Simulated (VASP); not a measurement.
Runs of VASP 6.6.1 on Mg3BiSb. The structure is that of space group P3m1 (No. 156), or close to it. The cells are those of the table. 

```csv
cell,gap on the mesh (eV),pressure (GPa),largest force (eV/Å)
"a = 4.664, b = 4.664, c = 7.360 Å, angles 90.0, 90.0, 120.0°, 5 atoms",0.12,-1.6,0.04
"a = 4.545, b = 4.545, c = 7.172 Å, angles 90.0, 90.0, 120.0°, 5 atoms",0.14,(b),0.16
"a = 4.703, b = 4.703, c = 7.421 Å, angles 90.0, 90.0, 120.0°, 5 atoms",0.12,-2.5,0.09
"a = 4.778, b = 4.778, c = 7.540 Å, angles 90.0, 90.0, 120.0°, 5 atoms",0.15,-3.9,0.16
"a = 4.585, b = 4.585, c = 7.236 Å, angles 90.0, 90.0, 120.0°, 5 atoms",0.13,(a),0.10
"a = 4.503, b = 4.503, c = 7.106 Å, angles 90.0, 90.0, 120.0°, 5 atoms",0.10,3.4,0.23
"a = 4.625, b = 4.625, c = 7.298 Å, angles 90.0, 90.0, 120.0°, 5 atoms",0.12,-0.6,0.04
"a = 4.815, b = 4.815, c = 7.598 Å, angles 90.0, 90.0, 120.0°, 5 atoms",0.18,-4.5,0.19
```

Alike in all rows: task single point; level PBEsol; potentials or basis VASP PAW PBE potentials, release 64 (Mg, Sb, Bi_d); no spin polarisation; k mesh 6 × 6 × 3; cutoff (eV) 520; smearing methfessel-paxton 0.15 eV.

Q: Estimate the missing entries.

A: (a) 0.5; (b) 1.8.

Caveats: the PAW data sets were made with another functional, which shifts forces and pressure a little; spin-orbit coupling is left out, which moves the levels of the heavy elements.

A k mesh can miss the band edges, and the runs leave out spin-orbit coupling on Bi, Sb.
